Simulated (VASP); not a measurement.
# RbSi2 (P4/mmm) in VASP: single point with r2SCAN+D3(BJ)

Aim: the single point of RbSi2 with r2SCAN+D3(BJ).

All numbers are computed with VASP 6.6.1; they aren't measurements. Logs are shortened: lines on timing, memory, paths and dates and some standing lists are left out, and cuts for length are marked.

### 1 The cell of the first run

Symmetry: P4/mmm, No. 123, tetragonal system. Conventional cell: a = 4.968 Å, b = 4.968 Å, c = 4.520 Å, α = 90.00°, β = 90.00°, γ = 90.00°. Rb (site symmetry 4/mmm) has 16 Si at 3.69 to 4.89 Å and 6 Rb at 4.52 to 4.97 Å within 5.0 Å. Within 3.0 Å of Si (site symmetry 4mm) lie 2 Si at 2.25 to 2.27 Å.

### 2 Single point, r2SCAN+D3(BJ)

POSCAR reads:

```
RbSi2
1.0
    4.9681133734      0.0000000000      0.0000000000
    0.0000000000      4.9681133734      0.0000000000
    0.0000000000      0.0000000000      4.5195343020
Rb Si
1 2
Direct
    0.0000000000      0.0000000000      0.0000000000
    0.5000000000      0.5000000000      0.7513351544
    0.5000000000      0.5000000000      0.2486648456
```

INCAR.step1 reads:

```
ALGO     = Normal         # electronic algorithm
EDIFF    = 1E-5           # SCF threshold, eV
ENCUT    = 550            # plane-wave cutoff, eV
GGA      = PE             # functional
GGA_COMPAT= False        
ISMEAR   = 0              # smearing method
LASPH    = True           # aspherical terms in the spheres
LCHARG   = False          # write CHGCAR
LREAL    = False          # projectors in reciprocal space
LWAVE    = True           # write WAVECAR
NBANDS   = 16             # bands
NELM     = 120            # most SCF steps
PREC     = Accurate       # precision mode
SIGMA    = 0.1            # smearing width, eV
```

INCAR.step2 reads:

```
ALGO     = Normal         # electronic algorithm
EDIFF    = 1E-6           # SCF threshold, eV
ENCUT    = 550            # plane-wave cutoff, eV
GGA_COMPAT= False        
ISIF     = 2              # what is computed and relaxed
ISMEAR   = 0              # smearing method
ISTART   = 1            
IVDW     = 12             # dispersion correction
LASPH    = True           # aspherical terms in the spheres
LCHARG   = False          # write CHGCAR
LMIXTAU  = True         
LREAL    = False          # projectors in reciprocal space
LWAVE    = False          # write WAVECAR
METAGGA  = R2SCAN         # meta-GGA
NBANDS   = 16             # bands
NELM     = 120            # most SCF steps
PREC     = Accurate       # precision mode
SIGMA    = 0.1            # smearing width, eV
VDW_A1   = 0.49484001   
VDW_A2   = 5.73083694   
VDW_S6   = 1.0          
VDW_S8   = 0.78981345
```

KPOINTS reads:

```
k-points
0
Gamma
  12 12 8
```

Potentials or basis: VASP PAW PBE potentials, release 64 (Rb_sv, Si).

Command:

```bash
cat potpaw_PBE.64/Rb_sv/POTCAR potpaw_PBE.64/Si/POTCAR > POTCAR
cp INCAR.step1 INCAR
mpirun -np 1 vasp_std > vasp.out
cp INCAR.step2 INCAR
mpirun -np 1 vasp_std > vasp.out
```

OUTCAR:

```text
EDIFF = 1E-6
   ENCUT = 550
   ISIF = 2
   ISMEAR = 0
   ISTART = 1
   IVDW = 12
   LASPH = True
   LREAL = False
   METAGGA = R2SCAN
   NELM = 120
   PREC = Accurate
 IVDW          = 12

 ion  position               nearest neighbor table
   1  0.000  0.000  0.000-   2 3.69   3 3.69   2 3.69   3 3.69   2 3.69   3 3.69   2 3.69   3 3.69

   2  0.500  0.500  0.751-   3 2.25   3 2.27   1 3.69   1 3.69   1 3.69   1 3.69
   3  0.500  0.500  0.249-   2 2.25   2 2.27   1 3.69   1 3.69   1 3.69   1 3.69

  LATTYP: Found a simple tetragonal cell.
 ALAT       =     4.9681133734
 C/A-ratio  =     0.9097083666

  Lattice vectors:

 A1 = (   4.9681133734,   0.0000000000,   0.0000000000)
 A2 = (   0.0000000000,   4.9681133734,   0.0000000000)
 A3 = (   0.0000000000,   0.0000000000,   4.5195343020)

Analysis of symmetry for initial positions (statically):
=====================================================================
 Subroutine PRICEL returns:
 Original cell was already a primitive cell.

 Routine SETGRP: Setting up the symmetry group for a
 simple tetragonal supercell.

 Subroutine GETGRP returns: Found 16 space group operations
 (whereof 16 operations were pure point group operations)
 out of a pool of 16 trial point group operations.

The static configuration has the point symmetry D_4h.

Analysis of symmetry for dynamics (positions and initial velocities):
=====================================================================
 Subroutine PRICEL returns:
 Original cell was already a primitive cell.

 Routine SETGRP: Setting up the symmetry group for a
 simple tetragonal supercell.

 Subroutine GETGRP returns: Found 16 space group operations
 (whereof 16 operations were pure point group operations)
 out of a pool of 16 trial point group operations.

The dynamic configuration has the point symmetry D_4h.

 Subroutine INISYM returns: Found 16 space group operations
 (whereof 16 operations are pure point group operations),
 and found     1 'primitive' translations

----------------------------------------------------------------------------------------

                                     Primitive cell

  volume of cell :     111.5518

  direct lattice vectors                    reciprocal lattice vectors
     4.968113373  0.000000000  0.000000000     0.201283651  0.000000000  0.000000000
     0.000000000  4.968113373  0.000000000     0.000000000  0.201283651  0.000000000
     0.000000000  0.000000000  4.519534302     0.000000000  0.000000000  0.221261735

  length of vectors
     4.968113373  4.968113373  4.519534302     0.201283651  0.201283651  0.221261735

  position of ions in fractional coordinates (direct lattice)
     0.000000000  0.000000000  0.000000000
     0.500000000  0.500000000  0.751335154
     0.500000000  0.500000000  0.248664846

  ion indices of the primitive-cell ions
   primitive index   ion index
                 1           1
                 2           2
                 3           3

----------------------------------------------------------------------------------------

 KPOINTS: k-points

Automatic generation of k-mesh.
 Grid dimensions read from file:
 generate k-points for:   12   12    8

 Generating k-lattice:

  Cartesian coordinates                     Fractional coordinates (reciprocal lattice)
     0.016773638  0.000000000  0.000000000     0.083333333  0.000000000  0.000000000
     0.000000000  0.016773638  0.000000000     0.000000000  0.083333333  0.000000000
     0.000000000  0.000000000  0.027657717     0.000000000  0.000000000  0.125000000

  Length of vectors
     0.016773638  0.016773638  0.027657717

  Shift w.r.t. Gamma in fractional coordinates (k-lattice)
     0.000000000  0.000000000  0.000000000

 Subroutine IBZKPT returns following result:
 ===========================================

 Found    140 irreducible k-points:

 Following reciprocal coordinates:
            Coordinates               Weight
  0.000000  0.000000  0.000000      1.000000
  0.083333  0.000000  0.000000      4.000000
  0.166667  0.000000  0.000000      4.000000
  0.250000  0.000000  0.000000      4.000000
  0.333333  0.000000  0.000000      4.000000
  0.416667  0.000000  0.000000      4.000000
[... 16 lines left out ...]
  0.333333  0.333333  0.000000      4.000000
  0.416667  0.333333  0.000000      8.000000
 [... further k-points ...]
   k-points           NKPTS =    140   k-points in BZ     NKDIM =    140   number of bands    NBANDS=     16
   number of dos      NEDOS =    301   number of ions     NIONS =      3
   total plane-waves  NPLWV =  57600
   dimension x,y,z NGX =    40 NGY =   40 NGZ =   36
   dimension x,y,z NGXF=    80 NGYF=   80 NGZF=   72
   ions per type =               1   2
   NGX,Y,Z   is equivalent  to a cutoff of  13.39, 13.39, 13.24 a.u.
   NGXF,Y,Z  is equivalent  to a cutoff of  26.77, 26.77, 26.48 a.u.
 SYSTEM =  unknown system
   PREC   = accura    normal or accurate (medium, high low for compatibility)
   ISTART =      1    job   : 0-new  1-cont  2-samecut
   ICHARG =      0    charge: 1-file 2-atom 10-const
   ISPIN  =      1    spin polarized calculation?
   LNONCOLLINEAR =      F non collinear calculations
   LSORBIT =      F    spin-orbit coupling
   LASPH  =      T    aspherical Exc in radial PAW
   ENCUT  =  550.0 eV  40.42 Ry    6.36 a.u.   9.50  9.50  8.64*2*pi/ulx,y,z
   NELM   =    120;   NELMIN=  2; NELMDL=  0     # of ELM steps
   EDIFF  = 0.1E-05   stopping-criterion for ELM
   LREAL  =      F    real-space projection
   EDIFFG = 0.1E-04   stopping-criterion for IOM
   NSW    =      0    number of steps for IOM
   IBRION =     -1    ionic relax: 0-MD 1-quasi-New 2-CG
   NFREE  =      0    steps in history (QN), initial steepest desc. (CG)
   ISIF   =      2    stress and relaxation
   ISYM   =      2    0-nonsym 1-usesym 2-fastsym
   POTIM  = 0.5000    time-step for ionic-motion
   TEBEG  =    0.0;   TEEND  =   0.0 temperature during run
   PSTRESS=    0.0 pullay stress
   NELECT =      17.0000    total number of electrons
   NUPDOWN=      -1.0000    fix difference up-down
   EMIN   =  10.00;   EMAX   =-10.00  energy-range for DOS
   EFERMI =   0.00;   METHOD = LEGACY
   ISMEAR =     0;   SIGMA  =   0.10  broadening in eV -4-tet -1-fermi 0-gaus
   EFERMI_NEDOS =   21; number of points for ismear=-14 and -15
   IALGO  =     38    algorithm
   IMIX   =      4    mixing-type and parameters
     AMIX     =   0.40;   BMIX     =  1.00
     AMIX_MAG =   1.60;   BMIX_MAG =  1.00
  volume/ion in A,a.u.               =      37.18       250.93
  Fermi-wavevector in a.u.,A,eV,Ry     =   0.874444  1.652460 10.403738  0.764653
  Thomas-Fermi vector in A             =   1.993976
   LORBIT       =      0    0 simple, 1 ext, 2 COOP (PROOUT), +10 PAW based schemes
   METAGGA = R2SCAN    functional components
   LHFCALC =     F    Hartree Fock is set to
   AEXX    =    0.0000 exact exchange contribution
   IVDW    =    12    specifies the selected vdW correction
   LEPSILON=     F    determine dielectric tensor
   LRPA    =     F    only Hartree local field effects (RPA)
 non-spin polarized calculation
 Gauss-broadening in eV      SIGMA  =   0.10
  energy-cutoff  :      550.00
  volume of cell :      111.55
 maximum number of plane-waves:      3306
 NGX is ok and might be reduce to    40
   NGX = 19   NGY = 19   NGZ = 17

 number of electron      17.0000001 magnetization

 Free energy of the ion-electron system (eV)
  ---------------------------------------------------
  ext. energy  EPLUGINS =         0.00000000
  ---------------------------------------------------
  free energy    TOTEN  =       -29.73743880 eV

  energy without entropy =      -29.73297064  energy(sigma->0) =      -29.73520472

 E-fermi :   1.2733     XC(G=0):  -7.6761

 val. band max:        1.2643080005   @ k =   0.2500   0.1667   0.5000
 cond. band min:       1.2797077791   @ k =   0.3333   0.0000   0.5000
 fundamental gap:      0.0153997786
 Fermi energy:         1.2733061884

 k-point     1 :       0.0000    0.0000    0.0000
  band No.  band energies     occupation
      1     -26.8851      2.00000
      2     -10.4718      2.00000
      3     -10.4108      2.00000
      4     -10.4108      2.00000
      5      -8.7255      2.00000
      6      -2.4755      2.00000
[... 8 lines left out ...]
     15       6.8150      0.00000
     16       8.0064      0.00000

 k-point     2 :       0.0833    0.0000    0.0000
  band No.  band energies     occupation
      1     -26.8850      2.00000
      2     -10.4713      2.00000
      3     -10.4262      2.00000
      4     -10.4098      2.00000
      5      -8.7022      2.00000
      6      -2.4695      2.00000
[... 8 lines left out ...]
     15       6.7447      0.00000
     16       8.0637      0.00000

 k-point     3 :       0.1667    0.0000    0.0000
  band No.  band energies     occupation
      1     -26.8846      2.00000
      2     -10.4698      2.00000
      3     -10.4666      2.00000
      4     -10.4068      2.00000
      5      -8.6398      2.00000
      6      -2.4530      2.00000
[... 8 lines left out ...]
     15       6.7934      0.00000
     16       8.1894      0.00000

 k-point     4 :       0.2500    0.0000    0.0000
  band No.  band energies     occupation
      1     -26.8841      2.00000
      2     -10.5183      2.00000
      3     -10.4677      2.00000
      4     -10.4028      2.00000
      5      -8.5569      2.00000
      6      -2.4302      2.00000
[... 8 lines left out ...]
     15       6.8980      0.00000
     16       8.2622      0.00000
[... 324 lines left out ...]
 k-point    22 :       0.5000    0.2500    0.0000
  band No.  band energies     occupation
      1     -26.8821      2.00000
      2     -10.5497      2.00000
      3     -10.4606      2.00000
      4     -10.4388      2.00000
      5      -8.4722      2.00000
      6      -2.3796      2.00000
[... 8 lines left out ...]
     15       7.5614      0.00000
     16       8.3195      0.00000

 k-point    23 :       0.3333    0.3333    0.0000
  band No.  band energies     occupation
      1     -26.8821      2.00000
      2     -10.5115      2.00000
      3     -10.4641      2.00000
      4     -10.4607      2.00000
      5      -8.5015      2.00000
      6      -2.3842      2.00000
[... 8 lines left out ...]
     15       7.1027      0.00000
     16       7.2259      0.00000

 k-point    24 :       0.4167    0.3333    0.0000
  band No.  band energies     occupation
      1     -26.8817      2.00000
      2     -10.5131      2.00000
      3     -10.4637      2.00000
      4     -10.4594      2.00000
      5      -8.5094      2.00000
      6      -2.3782      2.00000
[... 8 lines left out ...]
     15       7.4262      0.00000
     16       7.9584      0.00000

 [... further k-points ...]

------------------------ aborting loop because EDIFF is reached ----------------------------------------

 Edisp (eV)   -0.26675

 E8    (eV) :    -0.1010

  FORCE on cell =-STRESS in cart. coord.  units (eV):
  Direction    XX          YY          ZZ          XY          YZ          ZX
  --------------------------------------------------------------------------------------
  -------------------------------------------------------------------------------------
  Total       0.18471     0.18471    -0.44575     0.00000     0.00000     0.00000
  in kB       2.65297     2.65297    -6.40213     0.00000     0.00000     0.00000
  external pressure =       -0.37 kB  Pullay stress =        0.00 kB

 VOLUME and BASIS-vectors are now :
 -----------------------------------------------------------------------------
  energy-cutoff  :      550.00
  volume of cell :      111.55
      direct lattice vectors                 reciprocal lattice vectors
     4.968113373  0.000000000  0.000000000     0.201283651  0.000000000  0.000000000
     0.000000000  4.968113373  0.000000000     0.000000000  0.201283651  0.000000000
     0.000000000  0.000000000  4.519534302     0.000000000  0.000000000  0.221261735

 POSITION                                       TOTAL-FORCE (eV/Angst)
 -----------------------------------------------------------------------------------
      0.00000      0.00000      0.00000         0.000000     -0.000000      0.000000
      2.48406      2.48406      3.39569         0.000000      0.000000     -0.003704
      2.48406      2.48406      1.12385        -0.000000      0.000000      0.003704
 -----------------------------------------------------------------------------------
    total drift:                                0.000000     -0.000000      0.000000

  FREE ENERGIE OF THE ION-ELECTRON SYSTEM (eV)
  ---------------------------------------------------
  free  energy   TOTEN  =       -30.0041915912 eV

  energy  without entropy=      -29.9997234344  energy(sigma->0) =      -30.00195751
```

It took 19 min on 1 thread of Intel Xeon 8259CL, shared host; peak memory 0.43 GiB.

Results:

```
Free energy                : -30.0042 eV
Pressure                   : 0.0 GPa
Largest force              : 0.004 eV/Å
Band gap on the k mesh     : zero (an odd number of electrons rules out a gap without spin polarisation)
Dispersion energy per atom : -0.089 eV
```

Forces on the atoms (eV/Å):
```
Rb   0.000  0.000  0.000
Si   0.000  0.000 -0.004
Si   0.000  0.000  0.004
```

Stress tensor (GPa, compression positive):
```
 0.27  0.00  0.00
 0.00  0.27  0.00
 0.00  0.00 -0.64
```

Levels at points of the mesh, in eV from the Fermi level:
```
           k point  band 6  band 7  band 8  band 9  band 10  band 11  band 12  band 13
(0.00, 0.00, 0.00)   -3.75   -1.67   -1.42   -1.42     2.00     2.79     4.35     4.35
(0.50, 0.00, 0.00)   -3.66   -2.76   -1.64   -1.63     3.70     3.82     3.92     4.75
(0.50, 0.50, 0.00)   -3.64   -2.18   -2.18   -1.43     2.69     3.42     3.42     5.82
(0.00, 0.00, 0.50)   -8.03    0.18    0.18    0.30     0.30     3.63     3.71     3.91
(0.50, 0.00, 0.50)   -7.97   -1.03   -0.69   -0.08     0.43     3.56     4.75     5.18
(0.50, 0.50, 0.50)   -7.89   -0.81   -0.81   -0.37    -0.37     4.89     5.19     5.38
```

Caveat: the PAW data sets were made with another functional, which shifts forces and pressure a little.
